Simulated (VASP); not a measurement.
# Mo (Im-3m) in VASP: a series of runs

Runs on Mo. Level: PBE. Tasks: single point, relaxation of cell and atoms.

Everything below comes from runs of VASP 6.6.1. Logs are shortened: lines on timing, memory, paths and dates and some standing lists are left out, and cuts for length are marked.

### 1 The cell of the first run

It takes space group Im-3m (No. 229, cubic). The conventional cell has a = 3.161 Å, b = 3.161 Å, c = 3.161 Å, α = 90.00°, β = 90.00°, γ = 90.00°. Within 3.6 Å of Mo (site symmetry m-3m) lie 14 Mo at 2.74 to 3.16 Å.

### 2 Single point, PBE

File INCAR:

```
SYSTEM = Mo
  PREC = Accurate
  ENCUT = 520
  EDIFF = 1E-6
  ISMEAR = -1
  SIGMA = 0.1
  LREAL = .False.
  LASPH = .True.
  NELM = 60
  ALGO = Normal
  ISIF = 2
  LWAVE = .False.
  LCHARG = .False.
  GGA = PE
  NBANDS = 13
```

File KPOINTS:

```
Automatic mesh
0
Gamma
  19 19 19
  0 0 0
```

File POSCAR:

```
Mo
1.0
   -1.5804199498      1.5804199498      1.5804199498
    1.5804199498     -1.5804199498      1.5804199498
    1.5804199498      1.5804199498     -1.5804199498
Mo
1
Direct
    0.0000000000      0.0000000000      0.0000000000
```

Potentials or basis: VASP PAW PBE potentials, release 64 (Mo_sv).

The run is started by

```sh
cat potpaw_PBE.64/Mo_sv/POTCAR > POTCAR
mpirun -np 1 vasp_std > vasp.out
```

OUTCAR:

```text
SYSTEM = Mo
   PREC = Accurate
   ENCUT = 520
   EDIFF = 1E-6
   ISMEAR = -1
   LREAL = .False.
   LASPH = .True.
   NELM = 60
   ISIF = 2
   GGA = PE

 ion  position               nearest neighbor table
   1  0.000  0.000  0.000-

  LATTYP: Found a body centered cubic cell.
 ALAT       =     3.1608398996

  Lattice vectors:

 A1 = (  -1.5804199498,   1.5804199498,   1.5804199498)
 A2 = (   1.5804199498,  -1.5804199498,   1.5804199498)
 A3 = (   1.5804199498,   1.5804199498,  -1.5804199498)

Analysis of symmetry for initial positions (statically):
=====================================================================
 Subroutine PRICEL returns:
 Original cell was already a primitive cell.

 Routine SETGRP: Setting up the symmetry group for a
 body centered cubic supercell.

 Subroutine GETGRP returns: Found 48 space group operations
 (whereof 48 operations were pure point group operations)
 out of a pool of 48 trial point group operations.

The static configuration has the point symmetry O_h .

Analysis of symmetry for dynamics (positions and initial velocities):
=====================================================================
 Subroutine PRICEL returns:
 Original cell was already a primitive cell.

 Routine SETGRP: Setting up the symmetry group for a
 body centered cubic supercell.

 Subroutine GETGRP returns: Found 48 space group operations
 (whereof 48 operations were pure point group operations)
 out of a pool of 48 trial point group operations.

The dynamic configuration has the point symmetry O_h .

 Subroutine INISYM returns: Found 48 space group operations
 (whereof 48 operations are pure point group operations),
 and found     1 'primitive' translations

----------------------------------------------------------------------------------------

                                     Primitive cell

  volume of cell :      15.7898

  direct lattice vectors                    reciprocal lattice vectors
    -1.580419950  1.580419950  1.580419950     0.000000000  0.316371607  0.316371607
     1.580419950 -1.580419950  1.580419950     0.316371607  0.000000000  0.316371607
     1.580419950  1.580419950 -1.580419950     0.316371607  0.316371607  0.000000000

  length of vectors
     2.737367650  2.737367650  2.737367650     0.447417018  0.447417018  0.447417018

  position of ions in fractional coordinates (direct lattice)
     0.000000000  0.000000000  0.000000000

  ion indices of the primitive-cell ions
   primitive index   ion index
                 1           1

----------------------------------------------------------------------------------------

 KPOINTS: Automatic mesh

Automatic generation of k-mesh.
 Grid dimensions read from file:
 generate k-points for:   19   19   19

 Generating k-lattice:

  Cartesian coordinates                     Fractional coordinates (reciprocal lattice)
     0.000000000  0.016651137  0.016651137     0.052631579  0.000000000  0.000000000
     0.016651137  0.000000000  0.016651137     0.000000000  0.052631579  0.000000000
     0.016651137  0.016651137  0.000000000     0.000000000  0.000000000  0.052631579

  Length of vectors
     0.023548264  0.023548264  0.023548264

  Shift w.r.t. Gamma in fractional coordinates (k-lattice)
     0.000000000  0.000000000  0.000000000

 Subroutine IBZKPT returns following result:
 ===========================================

 Found    220 irreducible k-points:

 Following reciprocal coordinates:
            Coordinates               Weight
  0.000000  0.000000  0.000000      1.000000
  0.052632  0.000000  0.000000     12.000000
  0.105263  0.000000  0.000000     12.000000
  0.157895  0.000000  0.000000     12.000000
  0.210526  0.000000  0.000000     12.000000
  0.263158  0.000000  0.000000     12.000000
[... 16 lines left out ...]
  0.263158  0.105263  0.000000     48.000000
  0.315789  0.105263  0.000000     48.000000
 [... further k-points ...]
   k-points           NKPTS =    220   k-points in BZ     NKDIM =    220   number of bands    NBANDS=     13
   number of dos      NEDOS =    301   number of ions     NIONS =      1
   total plane-waves  NPLWV =   8000
   dimension x,y,z NGX =    20 NGY =   20 NGZ =   20
   dimension x,y,z NGXF=    40 NGYF=   40 NGZF=   40
   ions per type =               1
   NGX,Y,Z   is equivalent  to a cutoff of  12.15, 12.15, 12.15 a.u.
   NGXF,Y,Z  is equivalent  to a cutoff of  24.29, 24.29, 24.29 a.u.
 SYSTEM =  Mo
   PREC   = accura    normal or accurate (medium, high low for compatibility)
   ISTART =      0    job   : 0-new  1-cont  2-samecut
   ICHARG =      2    charge: 1-file 2-atom 10-const
   ISPIN  =      1    spin polarized calculation?
   LNONCOLLINEAR =      F non collinear calculations
   LSORBIT =      F    spin-orbit coupling
   LASPH  =      T    aspherical Exc in radial PAW
   ENCUT  =  520.0 eV  38.22 Ry    6.18 a.u.   5.09  5.09  5.09*2*pi/ulx,y,z
   NELM   =     60;   NELMIN=  2; NELMDL= -5     # of ELM steps
   EDIFF  = 0.1E-05   stopping-criterion for ELM
   LREAL  =      F    real-space projection
   EDIFFG = 0.1E-04   stopping-criterion for IOM
   NSW    =      0    number of steps for IOM
   IBRION =     -1    ionic relax: 0-MD 1-quasi-New 2-CG
   NFREE  =      0    steps in history (QN), initial steepest desc. (CG)
   ISIF   =      2    stress and relaxation
   ISYM   =      2    0-nonsym 1-usesym 2-fastsym
   POTIM  = 0.5000    time-step for ionic-motion
   TEBEG  =    0.0;   TEEND  =   0.0 temperature during run
   PSTRESS=    0.0 pullay stress
   NELECT =      14.0000    total number of electrons
   NUPDOWN=      -1.0000    fix difference up-down
   EMIN   =  10.00;   EMAX   =-10.00  energy-range for DOS
   EFERMI =   0.00;   METHOD = LEGACY
   ISMEAR =    -1;   SIGMA  =   0.10  broadening in eV -4-tet -1-fermi 0-gaus
   EFERMI_NEDOS =   21; number of points for ismear=-14 and -15
   IALGO  =     38    algorithm
   IMIX   =      4    mixing-type and parameters
     AMIX     =   0.40;   BMIX     =  1.00
     AMIX_MAG =   1.60;   BMIX_MAG =  1.00
  volume/ion in A,a.u.               =      15.79       106.56
  Fermi-wavevector in a.u.,A,eV,Ry     =   1.572745  2.972057 33.654380  2.473527
  Thomas-Fermi vector in A             =   2.674133
   LORBIT       =      0    0 simple, 1 ext, 2 COOP (PROOUT), +10 PAW based schemes
   GGA     = PE    functional components
   LHFCALC =     F    Hartree Fock is set to
   AEXX    =    0.0000 exact exchange contribution
   IVDW    =     0    specifies the selected vdW correction
   LEPSILON=     F    determine dielectric tensor
   LRPA    =     F    only Hartree local field effects (RPA)
 non-spin polarized calculation
  energy-cutoff  :      520.00
  volume of cell :       15.79
 maximum number of plane-waves:       437
   NGX = 11   NGY = 11   NGZ = 11

 number of electron      14.0000004 magnetization

 Free energy of the ion-electron system (eV)
  ---------------------------------------------------
  ext. energy  EPLUGINS =         0.00000000
  ---------------------------------------------------
  free energy    TOTEN  =       -10.94594681 eV

  energy without entropy =      -10.92477183  energy(sigma->0) =      -10.93535932

 E-fermi :  12.4296     XC(G=0): -13.3334

 val. band max:       12.4290863337   @ k =  -0.4737  -0.4737   0.0526
 cond. band min:      12.4318233792   @ k =  -0.1579   0.2105   0.1053
 fundamental gap:      0.0027370456
 Fermi energy:        12.4295592941

 k-point     1 :       0.0000    0.0000    0.0000
  band No.  band energies     occupation
      1     -48.8454      2.00000
      2     -22.1346      2.00000
      3     -22.1346      2.00000
      4     -22.1346      2.00000
      5       5.2298      2.00000
      6      11.0886      2.00000
      7      11.0886      2.00000
      8      11.0886      2.00000
      9      14.0771      0.00000
     10      14.0771      0.00000
     11      27.2486      0.00000
     12      27.2486      0.00000
     13      27.2486      0.00000

 k-point     2 :       0.0526    0.0000    0.0000
  band No.  band energies     occupation
      1     -48.8386      2.00000
      2     -22.1740      2.00000
      3     -22.1468      2.00000
      4     -22.1349      2.00000
      5       5.3517      2.00000
      6      11.0199      2.00000
      7      11.0779      2.00000
      8      11.2022      1.99999
      9      13.9743      0.00000
     10      14.0788      0.00000
     11      27.3404      0.00000
     12      27.4535      0.00000
     13      27.4884      0.00000

 k-point     3 :       0.1053    0.0000    0.0000
  band No.  band energies     occupation
      1     -48.8191      2.00000
      2     -22.2868      2.00000
      3     -22.1818      2.00000
      4     -22.1357      2.00000
      5       5.7019      2.00000
      6      10.8275      2.00000
      7      11.0315      2.00000
      8      11.5390      1.99973
      9      13.7395      0.00000
     10      14.0880      0.00000
     11      27.5656      0.00000
     12      28.0526      0.00000
     13      28.0957      0.00000

 k-point     4 :       0.1579    0.0000    0.0000
  band No.  band energies     occupation
      1     -48.7887      2.00000
      2     -22.4586      2.00000
      3     -22.2355      2.00000
      4     -22.1370      2.00000
      5       6.2280      2.00000
      6      10.5466      2.00000
      7      10.9299      2.00000
      8      12.0859      1.93767
      9      13.5354      0.00003
     10      14.1149      0.00000
     11      27.7510      0.00000
     12      28.7381      0.00000
     13      29.0045      0.00000

 k-point     5 :       0.2105    0.0000    0.0000
  band No.  band energies     occupation
      1     -48.7507      2.00000
      2     -22.6682      2.00000
      3     -22.3016      2.00000
      4     -22.1386      2.00000
      5       6.8194      2.00000
      6      10.2207      2.00000
      7      10.8331      2.00000
      8      12.8203      0.03940
      9      13.4846      0.00005
     10      14.1706      0.00000
     11      27.6116      0.00000
     12      28.9030      0.00000
     13      30.2529      0.00000

 k-point     6 :       0.2632    0.0000    0.0000
  band No.  band energies     occupation
      1     -48.7091      2.00000
      2     -22.8914      2.00000
      3     -22.3728      2.00000
      4     -22.1404      2.00000
      5       7.2848      2.00000
      6       9.8915      2.00000
      7      10.9466      2.00000
      8      13.5933      0.00002
      9      13.7062      0.00001
     10      14.2611      0.00000
     11      27.0186      0.00000
     12      28.2799      0.00000
     13      31.7345      0.00000

 k-point     7 :       0.3158    0.0000    0.0000
  band No.  band energies     occupation
      1     -48.6683      2.00000
      2     -23.1039      2.00000
      3     -22.4413      2.00000
      4     -22.1422      2.00000
      5       7.4561      2.00000
      6       9.5925      2.00000
      7      11.4648      1.99987
      8      13.7970      0.00000
      9      14.3826      0.00000
     10      14.6876      0.00000
     11      26.1846      0.00000
     12      27.1246      0.00000
     13      33.3759      0.00000
[... 193 lines left out ...]
 k-point    20 :       0.1053    0.1053    0.0000
  band No.  band energies     occupation
      1     -48.7717      2.00000
      2     -22.5485      2.00000
      3     -22.2359      2.00000
      4     -22.1721      2.00000
      5       6.5330      2.00000
      6      10.5287      2.00000
      7      10.6439      2.00000
      8      12.5150      0.59693
      9      13.3345      0.00023
     10      14.2546      0.00000
     11      28.1541      0.00000
     12      28.7762      0.00000
     13      29.2043      0.00000

 k-point    21 :       0.1579    0.1053    0.0000
  band No.  band energies     occupation
      1     -48.7357      2.00000
      2     -22.7331      2.00000
      3     -22.3013      2.00000
      4     -22.1836      2.00000
      5       7.1174      2.00000
      6      10.2462      2.00000
      7      10.4666      2.00000
      8      13.2298      0.00067
      9      13.3312      0.00024
     10      14.3886      0.00000
     11      28.1185      0.00000
     12      28.6962      0.00000
     13      29.9370      0.00000

 k-point    22 :       0.2105    0.1053    0.0000
  band No.  band energies     occupation
      1     -48.6963      2.00000
      2     -22.9269      2.00000
      3     -22.3818      2.00000
      4     -22.1896      2.00000
      5       7.6041      2.00000
      6       9.9236      2.00000
      7      10.5024      2.00000
      8      13.3160      0.00028
      9      14.2569      0.00000
     10      14.5435      0.00000
     11      27.3377      0.00000
     12      28.2418      0.00000
     13      30.9819      0.00000

 k-point    23 :       0.2632    0.1053    0.0000
  band No.  band energies     occupation
      1     -48.6576      2.00000
      2     -23.1104      2.00000
      3     -22.4625      2.00000
      4     -22.1936      2.00000
      5       7.7929      2.00000
      6       9.6405      2.00000
      7      10.9045      2.00000
      8      13.5246      0.00004
      9      14.6236      0.00000
     10      15.3592      0.00000
     11      26.3603      0.00000
     12      27.2817      0.00000
     13      31.8883      0.00000

 k-point    24 :       0.3158    0.1053    0.0000
  band No.  band energies     occupation
      1     -48.6240      2.00000
      2     -23.2657      2.00000
      3     -22.5327      2.00000
      4     -22.1966      2.00000
      5       7.7263      2.00000
      6       9.4194      2.00000
      7      11.5878      1.99956
      8      13.7870      0.00000
      9      14.7663      0.00000
     10      16.4196      0.00000
     11      25.3919      0.00000
     12      26.1535      0.00000
     13      30.7512      0.00000

 [... further k-points ...]
[... 5 lines left out ...]
  --------------------------------------------------------------------------------------
  -------------------------------------------------------------------------------------
  Total        0.0497001      0.0497001      0.0497001      0.0000000      0.0000000     -0.0000000
  in kB        5.0430201      5.0430201      5.0430201      0.0000000      0.0000000     -0.0000000
  external PRESSURE =       5.0430201 kB  Pullay stress =       0.0000000 kB

 VOLUME and BASIS-vectors are now :
 -----------------------------------------------------------------------------
  energy-cutoff  :      520.00
  volume of cell :       15.79
      direct lattice vectors                 reciprocal lattice vectors
    -1.580419950  1.580419950  1.580419950     0.000000000  0.316371607  0.316371607
     1.580419950 -1.580419950  1.580419950     0.316371607  0.000000000  0.316371607
     1.580419950  1.580419950 -1.580419950     0.316371607  0.316371607  0.000000000

 POSITION                                       TOTAL-FORCE (eV/Angst)
 -----------------------------------------------------------------------------------
      0.00000      0.00000      0.00000        -0.000000      0.000000     -0.000000
 -----------------------------------------------------------------------------------
    total drift:                                0.000000     -0.000000      0.000000

  FREE ENERGIE OF THE ION-ELECTRON SYSTEM (eV)
  ---------------------------------------------------
  free  energy   TOTEN  =       -10.9459468118 eV

  energy  without entropy=      -10.9247718273  energy(sigma->0) =      -10.93535932
```

It took 17 s on 1 thread of Intel Xeon Platinum 8375C at 2.90GHz (Ice Lake), shared host; peak memory 0.15 GiB.

Results:

```yaml
Free_energy: -10.9459 eV
Pressure: 0.5 GPa
Band_gap_on_the_k_mesh: zero (band 7 reaches 16.17 eV, above the bottom of band 8 at 11.09 eV)
```

### 3 Relaxation of cell and atoms, PBE

File INCAR:

```
ALGO = Normal
EDIFF = 1E-7
EDIFFG = -0.005
ENCUT = 600
GGA = PE
IBRION = 2
ISIF = 3
ISMEAR = -1
LASPH = True
LCHARG = False
LREAL = False
LWAVE = False
NELM = 80
NSW = 60
PREC = Accurate
SIGMA = 0.1
```

File KPOINTS:

```
k-points
0
Gamma
  19 19 19
```

File POSCAR:

```
Mo
1.0
   -1.5813925127      1.5813925127      1.5813925127
    1.5813925127     -1.5813925127      1.5813925127
    1.5813925127      1.5813925127     -1.5813925127
Mo
1
Direct
    0.0000000000      0.0000000000      0.0000000000
```

Potentials or basis: VASP PAW PBE potentials, release 64 (Mo_sv).

The run is started by

```sh
cat potpaw_PBE.64/Mo_sv/POTCAR > POTCAR
mpirun -np 1 vasp_std > vasp.out
```

Wall time 30 s (1 thread of Intel Xeon Platinum 8375C at 2.90GHz (Ice Lake), shared host); peak memory 0.18 GiB.

The run converged. Its results:

| Property | Result |
| --- | --- |
| Free energy | -10.9461 eV |
| Relaxed volume | 15.81 Å³/atom |
| Relaxed cell | a = 2.739 Å, b = 2.739 Å, c = 2.739 Å, α = 109.47°, β = 109.47°, γ = 109.47° |
| Space group after relaxing (to 0.05 Å) | Im-3m (No. 229) |
| Energy gained by relaxing | 0.0 meV/atom |
| Ionic steps | 3 |
| Pressure after relaxing | 0.0 GPa |
| Band gap on the k mesh | zero (band 7 reaches 16.14 eV, above the bottom of band 8 at 11.07 eV) |

Final structure:
```
CELL_PARAMETERS angstrom
-1.58121 1.58121 1.58121
1.58121 -1.58121 1.58121
1.58121 1.58121 -1.58121
ATOMIC_POSITIONS crystal
Mo 0.00000 0.00000 0.00000
```

Levels at points of the mesh, in eV from the Fermi level:
```csv
k point,band 3,band 4,band 5,band 6,band 7,band 8,band 9,band 10,band 11
"(0.00, 0.00, 0.00)",-34.57,-34.57,-7.19,-1.34,-1.34,-1.34,1.65,1.65,14.82
```

(Part 1 of 2 ends here.)
